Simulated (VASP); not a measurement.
H2Os:

```
H Os
1.0
     1.80130   -2.50457    0.00000
     1.80130    2.50457    0.00000
     0.00000    0.00000    2.50641
H Os
2 1
Direct
  0.85765 0.14235 0.50000
  0.14235 0.85765 0.50000
  0.50000 0.50000 0.50000
```

The cell was generated, and may not be a known phase.

| Item | Value |
| --- | --- |
| Program | VASP 6.6.1 |
| Task | relaxation of cell and atoms |
| Functional | PBE |
| Potentials or basis | VASP PAW PBE potentials, release 64 (H, Os) |
| Cutoff | 600 eV |
| k mesh | 6 × 6 × 6 |
| Occupations | gaussian, width 0.1 eV |
| Spin | no spin polarisation |

At the start: pressure 3.7 GPa; volume 7.54 Å³/atom.

Where does the relaxation end?

Over 7 steps the energy falls by 16.0 meV/atom and the volume is 7.67 Å³/atom (+1.7 %); space group Cmmm (No. 65, to 0.1 Å) before and after.

Step by step:
| step | energy change (eV) | largest force (eV/Å) | pressure (GPa) | volume (Å³) |
| --- | --- | --- | --- | --- |
| 1 | 0.0000 | 0.0245 | 3.65 | 22.62 |
| 2 | -0.0435 | 0.1229 | -1.19 | 23.17 |
| 3 | -0.0436 | 0.1254 | -1.31 | 23.18 |
| 4 | -0.0461 | 0.1055 | 0.35 | 22.99 |
| 5 | -0.0464 | 0.0969 | 1.04 | 22.92 |
| 6 | -0.0479 | 0.0140 | 0.25 | 22.98 |
| 7 | -0.0481 | 0.0201 | -0.04 | 23.00 |

Final structure:
```
H Os
1.0
     1.80696   -2.44491    0.00000
     1.80696    2.44491    0.00000
     0.00000    0.00000    2.60346
H Os
2 1
Cartesian
  1.8070 -1.7712 1.3017
  1.8070 1.7712 1.3017
  1.8070 0.0000 1.3017
```

Caveat: the k points lie up to 0.40 Å⁻¹ apart in the final cell, too coarse for converged energies and pressures of a metal.
